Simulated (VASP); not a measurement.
# C (P6_3/mmc) in VASP: further runs

C is run at these levels: PBE; tasks: single point.

Everything below comes from runs of VASP 6.6.1. Logs are shortened: lines on timing, memory, paths and dates and some standing lists are left out, and cuts for length are marked.

## 1. The cell of the first run

It takes space group P6_3/mmc (No. 194, hexagonal). The conventional cell has a = 2.518 Å, b = 2.518 Å, c = 8.304 Å, α = 90.00°, β = 90.00°, γ = 120.00°. C (site symmetry 3m) has 4 C at 1.54 Å within 2.1 Å. Within 2.1 Å of C (site symmetry 3m) lie 4 C at 1.54 to 1.57 Å.

## 2. Single point, PBE

Input file INCAR:

```
  PREC = Accurate
  ENCUT = 520
  EDIFF = 1E-6
  ISMEAR = 0
  SIGMA = 0.01
  LREAL = F
  LASPH = T
  NELM = 80
  ALGO = Normal
  ISIF = 2
  LWAVE = F
  LCHARG = T
  GGA = PE
  LELF = T
  LVHAR = T
  NBANDS = 26
```

Input file KPOINTS:

```
Automatic mesh
0
Gamma
  9 9 4
```

Input file POSCAR:

```
C
1.0
    2.5179974805      0.0000000000      0.0000000000
   -1.2589987402      2.1806497847      0.0000000000
    0.0000000000      0.0000000000      8.3044643025
C
8
Direct
    0.0000000000      0.0000000000      0.0007812096
    0.3333333333      0.6666666667      0.2492781312
    0.0000000000      0.0000000000      0.5007812096
    0.6666666667      0.3333333333      0.7492781312
    0.0000000000      0.0000000000      0.1867187904
    0.3333333333      0.6666666667      0.4382218688
    0.0000000000      0.0000000000      0.6867187904
    0.6666666667      0.3333333333      0.9382218688
```

Potentials or basis: VASP PAW PBE potentials, release 64 (C).

Started as:

```sh
$ cat potpaw_PBE.64/C/POTCAR > POTCAR
$ mpirun -np 1 vasp_std > vasp.out
```

OUTCAR:

```text
PREC = Accurate
   ENCUT = 520
   EDIFF = 1E-6
   ISMEAR = 0
   LREAL = F
   LASPH = T
   NELM = 80
   ISIF = 2
   GGA = PE

 ion  position               nearest neighbor table
   1  0.000  0.000  0.001-   8 1.54   8 1.54   8 1.54   5 1.54
   2  0.333  0.667  0.249-   5 1.54   5 1.54   5 1.54   6 1.57
   3  0.000  0.000  0.501-   6 1.54   6 1.54   6 1.54   7 1.54
   4  0.667  0.333  0.749-   7 1.54   7 1.54   7 1.54   8 1.57
   5  0.000  0.000  0.187-   2 1.54   2 1.54   2 1.54   1 1.54
   6  0.333  0.667  0.438-   3 1.54   3 1.54   3 1.54   2 1.57
   7  0.000  0.000  0.687-   4 1.54   4 1.54   4 1.54   3 1.54
   8  0.667  0.333  0.938-   1 1.54   1 1.54   1 1.54   4 1.57

  LATTYP: Found a hexagonal cell.
 ALAT       =     2.5179974805
 C/A-ratio  =     3.2980431342

  Lattice vectors:

 A1 = (   2.5179974805,   0.0000000000,   0.0000000000)
 A2 = (  -1.2589987402,   2.1806497847,   0.0000000000)
 A3 = (   0.0000000000,   0.0000000000,   8.3044643025)

Analysis of symmetry for initial positions (statically):
=====================================================================
 Subroutine PRICEL returns:
 Original cell was already a primitive cell.

 Routine SETGRP: Setting up the symmetry group for a
 hexagonal supercell.

 Subroutine GETGRP returns: Found 24 space group operations
 (whereof  6 operations were pure point group operations)
 out of a pool of 24 trial point group operations.

The static configuration has the point symmetry C_3v.
 The point group associated with its full space group is D_6h.

Analysis of symmetry for dynamics (positions and initial velocities):
=====================================================================
 Subroutine PRICEL returns:
 Original cell was already a primitive cell.

 Routine SETGRP: Setting up the symmetry group for a
 hexagonal supercell.

 Subroutine GETGRP returns: Found 24 space group operations
 (whereof  6 operations were pure point group operations)
 out of a pool of 24 trial point group operations.

The dynamic configuration has the point symmetry C_3v.
 The point group associated with its full space group is D_6h.

 Subroutine INISYM returns: Found 24 space group operations
 (whereof  6 operations are pure point group operations),
 and found     1 'primitive' translations

----------------------------------------------------------------------------------------

[... 104 lines left out ...]
   EDIFF  = 0.1E-05   stopping-criterion for ELM
   LREAL  =      F    real-space projection
   EDIFFG = 0.1E-04   stopping-criterion for IOM
   NSW    =      0    number of steps for IOM
   IBRION =     -1    ionic relax: 0-MD 1-quasi-New 2-CG
   NFREE  =      0    steps in history (QN), initial steepest desc. (CG)
   ISIF   =      2    stress and relaxation
   ISYM   =      2    0-nonsym 1-usesym 2-fastsym
   POTIM  = 0.5000    time-step for ionic-motion
   TEBEG  =    0.0;   TEEND  =   0.0 temperature during run
   PSTRESS=    0.0 pullay stress
   NELECT =      32.0000    total number of electrons
   NUPDOWN=      -1.0000    fix difference up-down
   EMIN   =  10.00;   EMAX   =-10.00  energy-range for DOS
   EFERMI =   0.00;   METHOD = LEGACY
   ISMEAR =     0;   SIGMA  =   0.01  broadening in eV -4-tet -1-fermi 0-gaus
   EFERMI_NEDOS =   21; number of points for ismear=-14 and -15
   IALGO  =     38    algorithm
   IMIX   =      4    mixing-type and parameters
     AMIX     =   0.40;   BMIX     =  1.00
     AMIX_MAG =   1.60;   BMIX_MAG =  1.00
  volume/ion in A,a.u.               =       5.70        38.46
  Fermi-wavevector in a.u.,A,eV,Ry     =   1.454813  2.749198 28.796475  2.116481
  Thomas-Fermi vector in A             =   2.571920
   LORBIT       =      0    0 simple, 1 ext, 2 COOP (PROOUT), +10 PAW based schemes
   GGA     = PE    functional components
   LHFCALC =     F    Hartree Fock is set to
   AEXX    =    0.0000 exact exchange contribution
   IVDW    =     0    specifies the selected vdW correction
   LEPSILON=     F    determine dielectric tensor
   LRPA    =     F    only Hartree local field effects (RPA)
 non-spin polarized calculation
 Gauss-broadening in eV      SIGMA  =   0.01
  energy-cutoff  :      520.00
  volume of cell :       45.60
 maximum number of plane-waves:      1245
 NGX is ok and might be reduce to    20
   NGX =  9   NGY =  9   NGZ = 31

 number of electron      31.9999995 magnetization

 Free energy of the ion-electron system (eV)
  ---------------------------------------------------
  ext. energy  EPLUGINS =         0.00000000
  ---------------------------------------------------
  free energy    TOTEN  =       -72.66933619 eV

  energy without entropy =      -72.66933619  energy(sigma->0) =      -72.66933619

 E-fermi :   9.8527     XC(G=0): -13.2244

 val. band max:        9.7882308438   @ k =   0.0000   0.0000   0.0000
 cond. band min:      14.3410317999   @ k =   0.4444   0.0000   0.0000
 fundamental gap:      4.5528009561
 Fermi energy:         9.8527274919

 k-point     1 :       0.0000    0.0000    0.0000
  band No.  band energies     occupation
      1     -11.7663      2.00000
      2     -10.1292      2.00000
      3     -10.0253      2.00000
      4      -6.1225      2.00000
      5      -3.6698      2.00000
      6       2.9656      2.00000
[... 685 lines left out ...]
     25      22.5543      0.00000
     26      22.5547      0.00000

 [... further k-points ...]
[... 5 lines left out ...]
  --------------------------------------------------------------------------------------
  -------------------------------------------------------------------------------------
  Total        0.1986498      0.1986498      0.1794786      0.0000000      0.0000000      0.0000000
  in kB        6.9798479      6.9798479      6.3062394      0.0000000      0.0000000      0.0000000
  external PRESSURE =       6.7553117 kB  Pullay stress =       0.0000000 kB

 VOLUME and BASIS-vectors are now :
 -----------------------------------------------------------------------------
  energy-cutoff  :      520.00
  volume of cell :       45.60
      direct lattice vectors                 reciprocal lattice vectors
     2.517997481  0.000000000  0.000000000     0.397140985  0.229289455  0.000000000
    -1.258998740  2.180649785  0.000000000     0.000000000  0.458578909  0.000000000
     0.000000000  0.000000000  8.304464302     0.000000000  0.000000000  0.120417159

 POSITION                                       TOTAL-FORCE (eV/Angst)
 -----------------------------------------------------------------------------------
      0.00000      0.00000      0.00649        -0.000000      0.000000     -0.000755
     -0.00000      1.45377      2.07012        -0.000000     -0.000000      0.004040
      0.00000      0.00000      4.15872         0.000000     -0.000000     -0.000755
      1.25900      0.72688      6.22235        -0.000000      0.000000      0.004040
      0.00000      0.00000      1.55060         0.000000     -0.000000      0.000755
     -0.00000      1.45377      3.63920         0.000000     -0.000000     -0.004040
      0.00000      0.00000      5.70283         0.000000     -0.000000      0.000755
      1.25900      0.72688      7.79143        -0.000000      0.000000     -0.004040
 -----------------------------------------------------------------------------------
    total drift:                                0.000000      0.000000      0.000000

  FREE ENERGIE OF THE ION-ELECTRON SYSTEM (eV)
  ---------------------------------------------------
  free  energy   TOTEN  =       -72.6693361901 eV

  energy  without entropy=      -72.6693361901  energy(sigma->0) =      -72.66933619
```

stdout:

```text
POSCAR found type information on POSCAR C
 POSCAR found :  1 types and       8 ions
 scaLAPACK will be used
 LDA part: xc-table for (Slater+PW92), standard interpolation
 POSCAR, INCAR and KPOINTS ok, starting setup
 FFT: planning ... GRIDC
 FFT: planning ... GRID_SOFT
 FFT: planning ... GRID
 WAVECAR not read
 entering main loop
```

Run time: 26 s. Hardware: 1 thread of Intel Xeon Platinum 8488C (Sapphire Rapids), shared host; peak memory 0.16 GiB.

Results:

```yaml
Free_energy: -72.6693 eV
Pressure: 0.7 GPa
Largest_force: 0.004 eV/Å
Band_gap_on_the_k_mesh: 4.55 eV, indirect (least direct gap 5.29 eV)
```

Forces in eV/Å, atoms in the order of the input:
```
C    0.000  0.000 -0.001
C    0.000  0.000  0.004
C    0.000  0.000 -0.001
C    0.000  0.000  0.004
C    0.000  0.000  0.001
C    0.000  0.000 -0.004
C    0.000  0.000  0.001
C    0.000  0.000 -0.004
```

## 3. Single point, PBE (volume changed by +3%)

Input file INCAR:

```
PREC = Accurate
ENCUT = 520
EDIFF = 1E-6
ISMEAR = 0
SIGMA = 0.01
LREAL = F
LASPH = T
NELM = 60
ALGO = Normal
ISIF = 2
LWAVE = F
LCHARG = F
GGA = PE
NBANDS = 26
```

Input file KPOINTS:

```
regular mesh
0
Gamma
  9 9 4
```

Changes to POSCAR since step 2:

```diff
@@ -2,5 +2,5 @@
 1.0
-    2.5179974805      0.0000000000      0.0000000000
-   -1.2589987402      2.1806497847      0.0000000000
-    0.0000000000      0.0000000000      8.3044643025
+    2.5429297700      0.0000000000      0.0000000000
+   -1.2714648850      2.2022417809      0.0000000000
+    0.0000000000      0.0000000000      8.3866920690
 C
```

Potentials or basis: VASP PAW PBE potentials, release 64 (C).

Started as:

```sh
$ cat potpaw_PBE.64/C/POTCAR > POTCAR
$ mpirun -np 1 vasp_std > vasp.out
```

Wall time 26 s (1 thread of Intel Xeon Platinum 8488C (Sapphire Rapids), shared host); peak memory 0.16 GiB.

It converged, with:

- Free energy: -72.6236 eV
- Pressure: -11.6 GPa
- Largest force: 0.020 eV/Å
- Band gap on the k mesh: 4.48 eV, indirect (least direct gap 5.23 eV)

Forces on the atoms (eV/Å):
```
C    0.000  0.000 -0.011
C    0.000  0.000 -0.020
C    0.000  0.000 -0.011
C    0.000  0.000 -0.020
C    0.000  0.000  0.011
C    0.000  0.000  0.020
C    0.000  0.000  0.011
C    0.000  0.000  0.020
```

Stress tensor (GPa, compression positive):
```
-11.53   0.00   0.00
  0.00 -11.53   0.00
  0.00   0.00 -11.66
```

Levels at points of the mesh, in eV from the valence-band top:
```
           k point  band 14  band 15  band 16  band 17  band 18  band 19
(0.00, 0.00, 0.00)    -0.21     0.00     0.00     5.23     5.23     5.38
(0.00, 0.00, 0.50)    -0.63    -0.63    -0.63     5.97     5.97     5.97
```

 A k mesh can miss the band edges.
